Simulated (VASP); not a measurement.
The system is La3O2.

```
La O
1.0
     4.77645    0.00000    0.00000
    -2.38822    4.13652    0.00000
     0.00000    0.00000    7.49513
La O
3 2
Cartesian
  0.0000 2.7577 1.0901
  0.0000 0.0000 3.7476
  2.3882 1.3788 6.4050
  2.3882 1.3788 1.8878
  0.0000 2.7577 5.6074
```

- Program: VASP 6.6.1
- Task: relaxation of cell and atoms
- Functional: PBE
- Potentials or basis: VASP PAW PBE potentials, release 64 (La, O)
- Cutoff: 600 eV
- k mesh: 6 × 6 × 2
- Occupations: gaussian, width 0.1 eV
- Spin: no spin polarisation

At the start: pressure -12.9 GPa; volume 29.62 Å³/atom.

Task: How do energy, volume and symmetry change on relaxing?

Result: Over 45 steps the energy falls by 1050.6 meV/atom and the volume is 22.17 Å³/atom (-25.1 %); space group P-3m1 (No. 164, to 0.05 Å).

The path:
```tsv
step	energy change (eV)	largest force (eV/Å)	pressure (GPa)	volume (Å³)
1	0.0000	0.6962	-12.90	148.09
3	-2.7613	0.6298	0.87	103.14
5	-3.5196	1.2825	9.27	99.78
7	-3.5878	1.5676	13.12	98.41
9	-3.7854	1.5631	12.25	100.27
11	-4.0801	1.4764	7.55	107.61
13	-4.2589	1.3133	6.74	107.72
15	-4.3425	1.0813	-6.06	123.68
17	-4.5374	0.6183	-1.10	116.09
19	-4.5375	0.6318	-0.94	115.89
21	-4.6117	0.6724	-0.59	114.82
23	-4.7201	0.7185	1.90	109.88
25	-4.7721	0.6798	0.64	111.62
27	-4.9383	0.2959	-2.51	116.44
29	-5.0548	0.5802	-0.11	113.59
31	-5.0784	0.7309	1.19	112.07
33	-5.2001	0.2743	-1.12	114.71
35	-5.2139	0.3144	0.01	112.99
37	-5.2142	0.2914	1.44	110.68
39	-5.2283	0.2155	0.42	111.78
41	-5.2490	0.1008	-0.01	111.08
43	-5.2525	0.0479	-0.23	111.08
45	-5.2532	0.0293	-0.07	110.85
```

Final structure:
```cif
data_structure
_symmetry_space_group_name_H-M 'P 1'
_symmetry_Int_Tables_number 1
_cell_length_a 3.6926
_cell_length_b 3.6926
_cell_length_c 9.3875
_cell_angle_alpha 90.000
_cell_angle_beta 90.000
_cell_angle_gamma 120.000
_cell_volume 110.85
loop_
_atom_site_label
_atom_site_type_symbol
_atom_site_fract_x
_atom_site_fract_y
_atom_site_fract_z
_atom_site_occupancy
La1 La 0.33333 0.66667 0.18510 1
La2 La 0.00000 0.00000 0.50000 1
La3 La 0.66667 0.33333 0.81490 1
O1 O 0.66667 0.33333 0.35393 1
O2 O 0.33333 0.66667 0.64607 1
```

Caveat: the k points lie up to 0.33 Å⁻¹ apart in the final cell; the volume moved by over 15 % at a fixed basis, so the end points are rough; an odd number of electrons without spin polarisation forces a metal; a magnetic or distorted state may lie lower.
